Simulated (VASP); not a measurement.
# BW5 (P6/mmm) in VASP: single point with PBE

Aim: the single point of BW5 with PBE.

Program: VASP 6.6.1. These are calculated values, not measurements. Logs are shortened: lines on timing, memory, paths and dates and some standing lists are left out, and cuts for length are marked.

## 1. The cell of the first run

Symmetry: P6/mmm, No. 191, hexagonal system. The conventional cell has a = 4.528 Å, b = 4.528 Å, c = 5.190 Å, α = 90.00°, β = 90.00°, γ = 120.00°. Within 3.4 Å of B (site symmetry 6/mmm) lie 14 W at 2.60 to 2.92 Å. W (site symmetry 3m) has 8 W at 2.57 to 2.91 Å and 3 B at 2.92 Å within 3.4 Å. Within 3.4 Å of W (site symmetry 6/mmm) lie 2 B at 2.60 Å and 12 W at 2.91 Å.

The cell was generated, and may not be a known phase.

## 2. Single point, PBE

INCAR reads:

```
PREC     = Accurate       # precision mode
ENCUT    = 520            # plane-wave cutoff, eV
EDIFF    = 1E-6           # SCF threshold, eV
ISMEAR   = 0              # smearing method
SIGMA    = 0.1            # smearing width, eV
LREAL    = F              # projectors in reciprocal space
LASPH    = T              # aspherical terms in the spheres
NELM     = 100            # most SCF steps
ALGO     = Normal         # electronic algorithm
ISIF     = 2              # what is computed and relaxed
LWAVE    = F              # write WAVECAR
LCHARG   = F              # write CHGCAR
GGA      = PE             # functional
NBANDS   = 46             # bands
```

KPOINTS reads:

```
regular mesh
0
Gamma
  12 12 8
```

POSCAR reads:

```
BW5
1.0
    4.5284749028      0.0000000000      0.0000000000
   -2.2642374514      3.9217743062      0.0000000000
    0.0000000000      0.0000000000      5.1900455779
B W
1 5
Direct
    0.0000000000      0.0000000000      0.5000000000
    0.6666666667      0.3333333333      0.7519827079
    0.0000000000      0.0000000000      0.0000000000
    0.6666666667      0.3333333333      0.2480172921
    0.3333333333      0.6666666667      0.2480172921
    0.3333333333      0.6666666667      0.7519827079
```

Potentials or basis: VASP PAW PBE potentials, release 64 (B, W_sv).

Launch:

```console
$ cat potpaw_PBE.64/B/POTCAR potpaw_PBE.64/W_sv/POTCAR > POTCAR
$ mpirun -np 1 vasp_std > vasp.out
```

OUTCAR:

```text
PREC = Accurate
   ENCUT = 520
   EDIFF = 1E-6
   ISMEAR = 0
   LREAL = F
   LASPH = T
   NELM = 100
   ISIF = 2
   GGA = PE

 ion  position               nearest neighbor table
   1  0.000  0.000  0.500-   3 2.60   3 2.60
   2  0.667  0.333  0.752-   4 2.57   6 2.61   6 2.61   6 2.61   4 2.62   3 2.91   3 2.91   3 2.91

   3  0.000  0.000  0.000-   1 2.60   1 2.60   4 2.91   5 2.91   6 2.91   2 2.91   5 2.91   6 2.91
                             2 2.91   4 2.91   2 2.91   4 2.91   5 2.91   6 2.91
   4  0.667  0.333  0.248-   2 2.57   5 2.61   5 2.61   5 2.61   2 2.62   3 2.91   3 2.91   3 2.91

   5  0.333  0.667  0.248-   6 2.57   4 2.61   4 2.61   4 2.61   6 2.62   3 2.91   3 2.91   3 2.91

   6  0.333  0.667  0.752-   5 2.57   2 2.61   2 2.61   2 2.61   5 2.62   3 2.91   3 2.91   3 2.91

  LATTYP: Found a hexagonal cell.
 ALAT       =     4.5284749028
 C/A-ratio  =     1.1460912756

  Lattice vectors:

 A1 = (   4.5284749028,   0.0000000000,   0.0000000000)
 A2 = (  -2.2642374514,   3.9217743062,   0.0000000000)
 A3 = (   0.0000000000,   0.0000000000,   5.1900455779)

Analysis of symmetry for initial positions (statically):
=====================================================================
 Subroutine PRICEL returns:
 Original cell was already a primitive cell.

 Routine SETGRP: Setting up the symmetry group for a
 hexagonal supercell.

 Subroutine GETGRP returns: Found 24 space group operations
 (whereof 24 operations were pure point group operations)
 out of a pool of 24 trial point group operations.

The static configuration has the point symmetry D_6h.

Analysis of symmetry for dynamics (positions and initial velocities):
=====================================================================
 Subroutine PRICEL returns:
 Original cell was already a primitive cell.

 Routine SETGRP: Setting up the symmetry group for a
 hexagonal supercell.

 Subroutine GETGRP returns: Found 24 space group operations
 (whereof 24 operations were pure point group operations)
 out of a pool of 24 trial point group operations.

The dynamic configuration has the point symmetry D_6h.

 Subroutine INISYM returns: Found 24 space group operations
 (whereof 24 operations are pure point group operations),
 and found     1 'primitive' translations

----------------------------------------------------------------------------------------

                                     Primitive cell
[... 102 lines left out ...]
   NSW    =      0    number of steps for IOM
   IBRION =     -1    ionic relax: 0-MD 1-quasi-New 2-CG
   NFREE  =      0    steps in history (QN), initial steepest desc. (CG)
   ISIF   =      2    stress and relaxation
   ISYM   =      2    0-nonsym 1-usesym 2-fastsym
   POTIM  = 0.5000    time-step for ionic-motion
   TEBEG  =    0.0;   TEEND  =   0.0 temperature during run
   PSTRESS=    0.0 pullay stress
   NELECT =      73.0000    total number of electrons
   NUPDOWN=      -1.0000    fix difference up-down
   EMIN   =  10.00;   EMAX   =-10.00  energy-range for DOS
   EFERMI =   0.00;   METHOD = LEGACY
   ISMEAR =     0;   SIGMA  =   0.10  broadening in eV -4-tet -1-fermi 0-gaus
   EFERMI_NEDOS =   21; number of points for ismear=-14 and -15
   IALGO  =     38    algorithm
   IMIX   =      4    mixing-type and parameters
     AMIX     =   0.40;   BMIX     =  1.00
     AMIX_MAG =   1.60;   BMIX_MAG =  1.00
  volume/ion in A,a.u.               =      15.36       103.67
  Fermi-wavevector in a.u.,A,eV,Ry     =   1.514656  2.862284 31.214232  2.294181
  Thomas-Fermi vector in A             =   2.624284
   LORBIT       =      0    0 simple, 1 ext, 2 COOP (PROOUT), +10 PAW based schemes
   GGA     = PE    functional components
   LHFCALC =     F    Hartree Fock is set to
   AEXX    =    0.0000 exact exchange contribution
   IVDW    =     0    specifies the selected vdW correction
   LEPSILON=     F    determine dielectric tensor
   LRPA    =     F    only Hartree local field effects (RPA)
 non-spin polarized calculation
 Gauss-broadening in eV      SIGMA  =   0.10
  energy-cutoff  :      520.00
  volume of cell :       92.17
 maximum number of plane-waves:      2510
 NGX is ok and might be reduce to    36
   NGX = 17   NGY = 17   NGZ = 19

 number of electron      72.9999999 magnetization

 Free energy of the ion-electron system (eV)
  ---------------------------------------------------
  ext. energy  EPLUGINS =         0.00000000
  ---------------------------------------------------
  free energy    TOTEN  =       -65.92596172 eV

  energy without entropy =      -65.88811216  energy(sigma->0) =      -65.90703694

 E-fermi :  10.2653     XC(G=0): -13.0964

 val. band max:       10.2619467400   @ k =   0.0000   0.0000   0.3750
 cond. band min:      10.2685137884   @ k =   0.2500   0.0833   0.1250
 fundamental gap:      0.0065670484
 Fermi energy:        10.2653125511

 k-point     1 :       0.0000    0.0000    0.0000
  band No.  band energies     occupation
      1     -63.9313      2.00000
      2     -63.7182      2.00000
      3     -63.6084      2.00000
      4     -63.5677      2.00000
      5     -63.4539      2.00000
      6     -28.8223      2.00000
[... 1165 lines left out ...]
     45      13.7003      0.00000
     46      13.7872      0.00000

 [... further k-points ...]

------------------------ aborting loop because EDIFF is reached ----------------------------------------

  FORCE on cell =-STRESS in cart. coord.  units (eV):
  Direction    XX          YY          ZZ          XY          YZ          ZX
  --------------------------------------------------------------------------------------
  -------------------------------------------------------------------------------------
  Total        0.3365625      0.3365625      0.4477811      0.0000000      0.0000000      0.0000000
  in kB        5.8501988      5.8501988      7.7834224      0.0000000      0.0000000      0.0000000
  external PRESSURE =       6.4946066 kB  Pullay stress =       0.0000000 kB

 VOLUME and BASIS-vectors are now :
 -----------------------------------------------------------------------------
  energy-cutoff  :      520.00
  volume of cell :       92.17
      direct lattice vectors                 reciprocal lattice vectors
     4.528474903  0.000000000  0.000000000     0.220824896  0.127493313  0.000000000
    -2.264237451  3.921774306  0.000000000     0.000000000  0.254986626  0.000000000
     0.000000000  0.000000000  5.190045578     0.000000000  0.000000000  0.192676535

 POSITION                                       TOTAL-FORCE (eV/Angst)
 -----------------------------------------------------------------------------------
      0.00000      0.00000      2.59502         0.000000     -0.000000      0.000000
      2.26424      1.30726      3.90282        -0.000000      0.000000     -0.012123
      0.00000      0.00000      0.00000         0.000000     -0.000000      0.000000
      2.26424      1.30726      1.28722        -0.000000      0.000000      0.012123
     -0.00000      2.61452      1.28722         0.000000     -0.000000      0.012123
     -0.00000      2.61452      3.90282        -0.000000     -0.000000     -0.012123
 -----------------------------------------------------------------------------------
    total drift:                               -0.000000      0.000000     -0.000000

  FREE ENERGIE OF THE ION-ELECTRON SYSTEM (eV)
  ---------------------------------------------------
  free  energy   TOTEN  =       -65.9259617220 eV

  energy  without entropy=      -65.8881121582  energy(sigma->0) =      -65.90703694
```

OSZICAR:

```text
N       E                     dE             d eps       ncg     rms          rms(c)
DAV:   1     0.939954199066E+03    0.93995E+03   -0.40806E+04  8756   0.181E+03
DAV:   2    -0.913490708038E+01   -0.94909E+03   -0.92686E+03  8864   0.584E+02
DAV:   3    -0.666676232257E+02   -0.57533E+02   -0.54776E+02 10330   0.132E+02
DAV:   4    -0.687009054500E+02   -0.20333E+01   -0.19789E+01 10754   0.219E+01
DAV:   5    -0.687417174801E+02   -0.40812E-01   -0.40676E-01 10566   0.317E+00    0.441E+01
DAV:   6    -0.663965818728E+02    0.23451E+01   -0.63757E+00 11096   0.148E+01    0.183E+01
DAV:   7    -0.660744903486E+02    0.32209E+00   -0.24391E+00 10456   0.106E+01    0.327E+00
DAV:   8    -0.659477219483E+02    0.12677E+00   -0.98462E-01 10880   0.750E+00    0.150E+00
DAV:   9    -0.659271449973E+02    0.20577E-01   -0.10843E-01 10910   0.244E+00    0.537E-01
DAV:  10    -0.659259996563E+02    0.11453E-02   -0.77120E-03  9890   0.618E-01    0.222E-01
DAV:  11    -0.659259505937E+02    0.49063E-04   -0.82907E-04 11014   0.211E-01    0.375E-02
DAV:  12    -0.659259691187E+02   -0.18525E-04   -0.59832E-05  9912   0.553E-02    0.213E-02
DAV:  13    -0.659259623187E+02    0.68000E-05   -0.11992E-05 10290   0.235E-02    0.875E-03
DAV:  14    -0.659259617220E+02    0.59670E-06   -0.17261E-06  6988   0.105E-02
   1 F= -.65925962E+02 E0= -.65907037E+02  d E =-.378496E-01
```

It took 6.1 min on 1 thread of AMD EPYC 7R43 (Zen 3), shared host; peak memory 0.39 GiB.

Results:

```yaml
Free_energy: -65.9260 eV
Pressure: 0.6 GPa
Largest_force: 0.012 eV/Å
Band_gap_on_the_k_mesh: zero (an odd number of electrons rules out a gap without spin polarisation)
```

Forces in eV/Å, atoms in the order of the input:
```
B    0.000  0.000  0.000
W    0.000  0.000 -0.012
W    0.000  0.000  0.000
W    0.000  0.000  0.012
W    0.000  0.000  0.012
W    0.000  0.000 -0.012
```

Stress tensor (GPa, compression positive):
```
0.59 0.00 0.00
0.00 0.59 0.00
0.00 0.00 0.78
```

Caveat: spin-orbit coupling is left out, which moves the levels of the heavy elements.
